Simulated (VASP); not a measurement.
# Sr (Fm-3m) in VASP: a series of runs, part 2 of 2

VASP 6.6.1. The steps go on from the part before.

**5. Single point, r2SCAN**

Input file POSCAR:

```
Sr
1.0
    0.0000000000      3.0521104090      3.0521104090
    3.0521104090      0.0000000000      3.0521104090
    3.0521104090      3.0521104090      0.0000000000
Sr
1
Direct
    0.0000000000      0.0000000000      0.0000000000
```

Input file INCAR.step1:

```
SYSTEM = Sr
  ALGO = Normal
  EDIFF = 1E-4
  ENCUT = 520
  GGA = PE
  ISMEAR = 1
  LASPH = .TRUE.
  LCHARG = .FALSE.
  LREAL = .FALSE.
  LWAVE = .TRUE.
  NBANDS = 11
  NELM = 100
  PREC = Accurate
  SIGMA = 0.1
```

Input file INCAR.step2:

```
SYSTEM = Sr
  ALGO = Normal
  EDIFF = 1E-6
  ENCUT = 520
  ISIF = 2
  ISMEAR = 1
  ISTART = 1
  LASPH = .TRUE.
  LCHARG = .FALSE.
  LMIXTAU = .TRUE.
  LREAL = .FALSE.
  LWAVE = .FALSE.
  METAGGA = R2SCAN
  NBANDS = 11
  NELM = 100
  PREC = Accurate
  SIGMA = 0.1
```

Input file KPOINTS:

```
k-points
0
G
  9 9 9
  0 0 0
```

Potentials or basis: VASP PAW PBE potentials, release 64 (Sr_sv).

The run is started by

```console
$ cat potpaw_PBE.64/Sr_sv/POTCAR > POTCAR
$ cp INCAR.step1 INCAR
$ mpirun -np 1 vasp_std > vasp.out
$ cp INCAR.step2 INCAR
$ mpirun -np 1 vasp_std > vasp.out
```

OUTCAR:

```text
SYSTEM = Sr
   EDIFF = 1E-6
   ENCUT = 520
   ISIF = 2
   ISMEAR = 1
   ISTART = 1
   LASPH = .TRUE.
   LREAL = .FALSE.
   METAGGA = R2SCAN
   NELM = 100
   PREC = Accurate

 ion  position               nearest neighbor table
   1  0.000  0.000  0.000-

  LATTYP: Found a face centered cubic cell.
 ALAT       =     6.1042208180

  Lattice vectors:

 A1 = (   0.0000000000,   3.0521104090,   3.0521104090)
 A2 = (   3.0521104090,   0.0000000000,   3.0521104090)
 A3 = (   3.0521104090,   3.0521104090,   0.0000000000)

Analysis of symmetry for initial positions (statically):
=====================================================================
 Subroutine PRICEL returns:
 Original cell was already a primitive cell.

 Routine SETGRP: Setting up the symmetry group for a
 face centered cubic supercell.

 Subroutine GETGRP returns: Found 48 space group operations
 (whereof 48 operations were pure point group operations)
 out of a pool of 48 trial point group operations.

The static configuration has the point symmetry O_h .

Analysis of symmetry for dynamics (positions and initial velocities):
=====================================================================
 Subroutine PRICEL returns:
 Original cell was already a primitive cell.

 Routine SETGRP: Setting up the symmetry group for a
 face centered cubic supercell.

 Subroutine GETGRP returns: Found 48 space group operations
 (whereof 48 operations were pure point group operations)
 out of a pool of 48 trial point group operations.

The dynamic configuration has the point symmetry O_h .

 Subroutine INISYM returns: Found 48 space group operations
 (whereof 48 operations are pure point group operations),
 and found     1 'primitive' translations

----------------------------------------------------------------------------------------

                                     Primitive cell
[... 107 lines left out ...]
   IMIX   =      4    mixing-type and parameters
     AMIX     =   0.40;   BMIX     =  1.00
     AMIX_MAG =   1.60;   BMIX_MAG =  1.00
  volume/ion in A,a.u.               =      56.86       383.73
  Fermi-wavevector in a.u.,A,eV,Ry     =   0.917201  1.733259 11.446009  0.841258
  Thomas-Fermi vector in A             =   2.042143
   LORBIT       =      0    0 simple, 1 ext, 2 COOP (PROOUT), +10 PAW based schemes
   METAGGA = R2SCAN    functional components
   LHFCALC =     F    Hartree Fock is set to
   AEXX    =    0.0000 exact exchange contribution
   IVDW    =     0    specifies the selected vdW correction
   LEPSILON=     F    determine dielectric tensor
   LRPA    =     F    only Hartree local field effects (RPA)
 non-spin polarized calculation
 Methfessel and Paxton  Order N= 1 SIGMA  =   0.10
  energy-cutoff  :      520.00
  volume of cell :       56.86
 maximum number of plane-waves:      1550
   NGX = 17   NGY = 17   NGZ = 17

 number of electron      10.0000000 magnetization

 Free energy of the ion-electron system (eV)
  ---------------------------------------------------
  ext. energy  EPLUGINS =         0.00000000
  ---------------------------------------------------
  free energy    TOTEN  =       -15.09447949 eV

  energy without entropy =      -15.09124849  energy(sigma->0) =      -15.09340249

 E-fermi :   1.4595     XC(G=0):  -7.6859

 val. band max:        1.4570048461   @ k =  -0.3333   0.4444   0.2222
 cond. band min:       1.4783671179   @ k =  -0.4444   0.2222   0.0000
 fundamental gap:      0.0213622718
 Fermi energy:         1.4595439128

 k-point     1 :       0.0000    0.0000    0.0000
  band No.  band energies     occupation
      1     -36.5961      2.00000
      2     -17.8598      2.00000
      3     -17.8598      2.00000
      4     -17.8598      2.00000
      5      -2.2916      2.00000
      6       4.1561      0.00000
      7       4.1561      0.00000
      8       4.1561      0.00000
      9       5.6521      0.00000
     10       5.6521      0.00000
     11       8.9118      0.00000
[... 309 lines left out ...]
 k-point    24 :       0.4444    0.4444    0.0000
  band No.  band energies     occupation
      1     -36.5794      2.00000
      2     -18.0258      2.00000
      3     -17.9236      2.00000
      4     -17.9236      2.00000
      5       0.7642      2.00000
      6       2.0519     -0.00000
      7       2.5465     -0.00000
      8       6.3880      0.00000
      9       6.3880      0.00000
     10       6.6568      0.00000
     11       7.7290      0.00000

 [... further k-points ...]
[... 5 lines left out ...]
  --------------------------------------------------------------------------------------
  -------------------------------------------------------------------------------------
  Total       -0.0065919     -0.0065919     -0.0065919      0.0000000      0.0000000     -0.0000000
  in kB       -0.1857347     -0.1857347     -0.1857347      0.0000000      0.0000000     -0.0000000
  external PRESSURE =      -0.1857347 kB  Pullay stress =       0.0000000 kB

 VOLUME and BASIS-vectors are now :
 -----------------------------------------------------------------------------
  energy-cutoff  :      520.00
  volume of cell :       56.86
      direct lattice vectors                 reciprocal lattice vectors
     0.000000000  3.052110409  3.052110409    -0.163821072  0.163821072  0.163821072
     3.052110409  0.000000000  3.052110409     0.163821072 -0.163821072  0.163821072
     3.052110409  3.052110409  0.000000000     0.163821072  0.163821072 -0.163821072

 POSITION                                       TOTAL-FORCE (eV/Angst)
 -----------------------------------------------------------------------------------
      0.00000      0.00000      0.00000        -0.000000      0.000000      0.000000
 -----------------------------------------------------------------------------------
    total drift:                                0.000000      0.000000      0.000000

  FREE ENERGIE OF THE ION-ELECTRON SYSTEM (eV)
  ---------------------------------------------------
  free  energy   TOTEN  =       -15.0944794863 eV

  energy  without entropy=      -15.0912484903  energy(sigma->0) =      -15.09340249
```

Run time: 37 s. Hardware: 1 thread of Intel Xeon Platinum 8488C (Sapphire Rapids), shared host; peak memory 0.19 GiB.

What came out:

| Item | Value |
| --- | --- |
| Free energy | -15.0945 eV |
| Pressure | 0.0 GPa |
| Band gap on the k mesh | zero (band 5 reaches 1.46 eV, above the bottom of band 6 at 1.45 eV) |

Caveat: the PAW data sets were made with another functional, which shifts forces and pressure a little.

**6. Single point, r2SCAN**

POSCAR is that of step 5.

Input file INCAR.step1:

```
PREC     = Accurate       # precision mode
ENCUT    = 520            # plane-wave cutoff, eV
ISMEAR   = 1              # smearing method
SIGMA    = 0.2            # smearing width, eV
LREAL    = False          # projectors in reciprocal space
LASPH    = True           # aspherical terms in the spheres
NELM     = 60             # most SCF steps
NBANDS   = 11             # bands
GGA      = PE             # functional
ALGO     = Normal         # electronic algorithm
EDIFF    = 1E-4           # SCF threshold, eV
LWAVE    = True           # write WAVECAR
LCHARG   = False          # write CHGCAR
```

Input file INCAR.step2:

```
PREC     = Accurate       # precision mode
ENCUT    = 520            # plane-wave cutoff, eV
EDIFF    = 1E-6           # SCF threshold, eV
ISMEAR   = 1              # smearing method
SIGMA    = 0.2            # smearing width, eV
LREAL    = False          # projectors in reciprocal space
LASPH    = True           # aspherical terms in the spheres
NELM     = 60             # most SCF steps
ALGO     = Normal         # electronic algorithm
ISIF     = 2              # what is computed and relaxed
LWAVE    = False          # write WAVECAR
LCHARG   = True           # write CHGCAR
METAGGA  = R2SCAN         # meta-GGA
LMIXTAU  = True         
LELF     = True           # ELF
LVHAR    = True         
NBANDS   = 11             # bands
ISTART   = 1
```

Input file KPOINTS:

```
regular mesh
0
Gamma
  9 9 9
```

Potentials or basis: VASP PAW PBE potentials, release 64 (Sr_sv).

The run is started by

```console
$ cat potpaw_PBE.64/Sr_sv/POTCAR > POTCAR
$ cp INCAR.step1 INCAR
$ mpirun -np 1 vasp_std > vasp.out
$ cp INCAR.step2 INCAR
$ mpirun -np 1 vasp_std > vasp.out
```

OUTCAR:

```text
PREC = Accurate
   ENCUT = 520
   EDIFF = 1E-6
   ISMEAR = 1
   LREAL = False
   LASPH = True
   NELM = 60
   ISIF = 2
   METAGGA = R2SCAN
   ISTART = 1

 ion  position               nearest neighbor table
   1  0.000  0.000  0.000-

  LATTYP: Found a face centered cubic cell.
 ALAT       =     6.1042208180

  Lattice vectors:

 A1 = (   0.0000000000,   3.0521104090,   3.0521104090)
 A2 = (   3.0521104090,   0.0000000000,   3.0521104090)
 A3 = (   3.0521104090,   3.0521104090,   0.0000000000)

Analysis of symmetry for initial positions (statically):
=====================================================================
 Subroutine PRICEL returns:
 Original cell was already a primitive cell.

 Routine SETGRP: Setting up the symmetry group for a
 face centered cubic supercell.

 Subroutine GETGRP returns: Found 48 space group operations
 (whereof 48 operations were pure point group operations)
 out of a pool of 48 trial point group operations.

The static configuration has the point symmetry O_h .

Analysis of symmetry for dynamics (positions and initial velocities):
=====================================================================
 Subroutine PRICEL returns:
 Original cell was already a primitive cell.

 Routine SETGRP: Setting up the symmetry group for a
 face centered cubic supercell.

 Subroutine GETGRP returns: Found 48 space group operations
 (whereof 48 operations were pure point group operations)
 out of a pool of 48 trial point group operations.

The dynamic configuration has the point symmetry O_h .

 Subroutine INISYM returns: Found 48 space group operations
 (whereof 48 operations are pure point group operations),
 and found     1 'primitive' translations

----------------------------------------------------------------------------------------

                                     Primitive cell

  volume of cell :      56.8631

  direct lattice vectors                    reciprocal lattice vectors
[... 107 lines left out ...]
  Fermi-wavevector in a.u.,A,eV,Ry     =   0.917201  1.733259 11.446009  0.841258
  Thomas-Fermi vector in A             =   2.042143
   LORBIT       =      0    0 simple, 1 ext, 2 COOP (PROOUT), +10 PAW based schemes
   METAGGA = R2SCAN    functional components
   LHFCALC =     F    Hartree Fock is set to
   AEXX    =    0.0000 exact exchange contribution
   IVDW    =     0    specifies the selected vdW correction
   LEPSILON=     F    determine dielectric tensor
   LRPA    =     F    only Hartree local field effects (RPA)
 non-spin polarized calculation
 Methfessel and Paxton  Order N= 1 SIGMA  =   0.20
  energy-cutoff  :      520.00
  volume of cell :       56.86
 maximum number of plane-waves:      1550
   NGX = 17   NGY = 17   NGZ = 17

 number of electron      10.0000000 magnetization

 Free energy of the ion-electron system (eV)
  ---------------------------------------------------
  ext. energy  EPLUGINS =         0.00000000
  ---------------------------------------------------
  free energy    TOTEN  =       -15.09688760 eV

  energy without entropy =      -15.09281652  energy(sigma->0) =      -15.09553058

 E-fermi :   1.4805     XC(G=0):  -7.6859

 val. band max:        1.4783920336   @ k =  -0.4444   0.2222   0.0000
 cond. band min:       1.6082765410   @ k =   0.4444   0.0000   0.0000
 fundamental gap:      0.1298845074
 Fermi energy:         1.4805326803

 k-point     1 :       0.0000    0.0000    0.0000
  band No.  band energies     occupation
      1     -36.5984      2.00000
      2     -17.8620      2.00000
      3     -17.8620      2.00000
      4     -17.8620      2.00000
      5      -2.2914      2.00000
      6       4.1556     -0.00000
      7       4.1556     -0.00000
      8       4.1556     -0.00000
      9       5.6505      0.00000
     10       5.6505      0.00000
     11       8.9109      0.00000
[... 309 lines left out ...]
 k-point    24 :       0.4444    0.4444    0.0000
  band No.  band energies     occupation
      1     -36.5817      2.00000
      2     -18.0279      2.00000
      3     -17.9257      2.00000
      4     -17.9257      2.00000
      5       0.7643      2.00001
      6       2.0512     -0.00041
      7       2.5459     -0.00000
      8       6.3872      0.00000
      9       6.3872      0.00000
     10       6.6549      0.00000
     11       7.7281      0.00000

 [... further k-points ...]
[... 5 lines left out ...]
  --------------------------------------------------------------------------------------
  -------------------------------------------------------------------------------------
  Total       -0.0062354     -0.0062354     -0.0062354      0.0000000      0.0000000      0.0000000
  in kB       -0.1756886     -0.1756886     -0.1756886      0.0000000      0.0000000      0.0000000
  external PRESSURE =      -0.1756886 kB  Pullay stress =       0.0000000 kB

 VOLUME and BASIS-vectors are now :
 -----------------------------------------------------------------------------
  energy-cutoff  :      520.00
  volume of cell :       56.86
      direct lattice vectors                 reciprocal lattice vectors
     0.000000000  3.052110409  3.052110409    -0.163821072  0.163821072  0.163821072
     3.052110409  0.000000000  3.052110409     0.163821072 -0.163821072  0.163821072
     3.052110409  3.052110409  0.000000000     0.163821072  0.163821072 -0.163821072

 POSITION                                       TOTAL-FORCE (eV/Angst)
 -----------------------------------------------------------------------------------
      0.00000      0.00000      0.00000         0.000000      0.000000      0.000000
 -----------------------------------------------------------------------------------
    total drift:                                0.000000      0.000000      0.000000

  FREE ENERGIE OF THE ION-ELECTRON SYSTEM (eV)
  ---------------------------------------------------
  free  energy   TOTEN  =       -15.0968876031 eV

  energy  without entropy=      -15.0928165244  energy(sigma->0) =      -15.09553058
```

It took 38 s on 1 thread of Intel Xeon Platinum 8488C (Sapphire Rapids), shared host; peak memory 0.19 GiB.

What came out:

```
Free energy            : -15.0969 eV
Pressure               : 0.0 GPa
Band gap on the k mesh : zero (band 5 reaches 1.46 eV, above the bottom of band 6 at 1.45 eV)
```

Caveat: the PAW data sets were made with another functional, which shifts forces and pressure a little.

**7. Summary**

```csv
smearing,gap on the mesh (eV),pressure (GPa)
gaussian 1 eV,none,0.2
methfessel-paxton 0.01 eV,none,0.0
methfessel-paxton 0.03 eV,none,-0.1
methfessel-paxton 0.1 eV,none,0.0
methfessel-paxton 0.2 eV,none,0.0
```

Alike in all rows: task single point; level r2SCAN; potentials or basis VASP PAW PBE potentials, release 64 (Sr_sv); no spin polarisation; cell as given; k mesh 9 × 9 × 9; cutoff (eV) 520.

Every run on the cell as given and a fine mesh finds a metal.

Caveats: the PAW data sets were made with another functional, which shifts forces and pressure a little.

Absolute energies hang on the potentials; compare differences alone.
